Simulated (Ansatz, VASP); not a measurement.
**Two plane-wave programs on Pt**

File POSCAR:

```
Pt
1.0
    0.0000000000      1.9477392008      1.9477392008
    1.9477392008      0.0000000000      1.9477392008
    1.9477392008      1.9477392008      0.0000000000
Pt
1
Direct
    0.0000000000      0.0000000000      0.0000000000
```

Contents of INCAR.step1:

```
PREC = Accurate ; ENCUT = 520
EDIFF = 1E-5 ; ISMEAR = -1
SIGMA = 0.05 ; LREAL = F
LASPH = T ; NELM = 80
ALGO = Normal ; ISIF = 2
LWAVE = T ; LCHARG = F
NBANDS = 11 ; GGA = PE
```

INCAR.step2

```
PREC = Accurate ; ENCUT = 520
EDIFF = 1E-7 ; ISMEAR = -1
SIGMA = 0.05 ; LREAL = F
LASPH = T ; NELM = 80
ALGO = Normal ; ISIF = 2
LWAVE = F ; LCHARG = F
GGA = PE ; LHFCALC = T
HFSCREEN = 0.2079 ; PRECFOCK = Normal
NBANDS = 11 ; ISTART = 1
```

The input KPOINTS:

```
regular mesh
0
Gamma
  8 8 8
```

File input:

```
crystal:
  lattice:
    - [0.0, 1.9477392008, 1.9477392008]
    - [1.9477392008, 0.0, 1.9477392008]
    - [1.9477392008, 1.9477392008, 0.0]
  atoms:
    - { symbol: Pt, position: [0.0, 0.0, 0.0] }
hamiltonian:
  xc: hse06
  pseudopotentials: { kind: paw }
kpoints:
  mp_grid: { grid: [8, 8, 8] }
scf:
  occupations: { method: fermi_dirac, width: 0.05 }
output:
  forces: true
  stress: true
  eigenvalues: true
```

Alike in both runs: task single point; functional HSE06; k mesh 8 × 8 × 8; occupations fermi-dirac, width 0.05 eV; no spin polarisation.

```csv
,VASP,Ansatz
version,VASP 6.6.1,Ansatz 0.2.0
potentials or method,"VASP PAW PBE potentials, release 64 (Pt)",Ansatz PAW
plane-wave cutoff (eV),520,420
valence electrons in the cell,10,18
```

```csv
,VASP,Ansatz,Ansatz less VASP
gap on the k mesh at the Fermi level (eV),none,none,-
pressure (GPa),6.4,6.1,-0.28
```

A gap of «none» marks a metal or a gap that the smearing closes. The functional is the same, so the differences come from potentials, cutoffs and numerics. VASP's potentials hold 10 valence electrons a cell and Ansatz's 18, so a difference there can come from the potentials and not from the codes.

Neither program's run includes spin-orbit coupling.
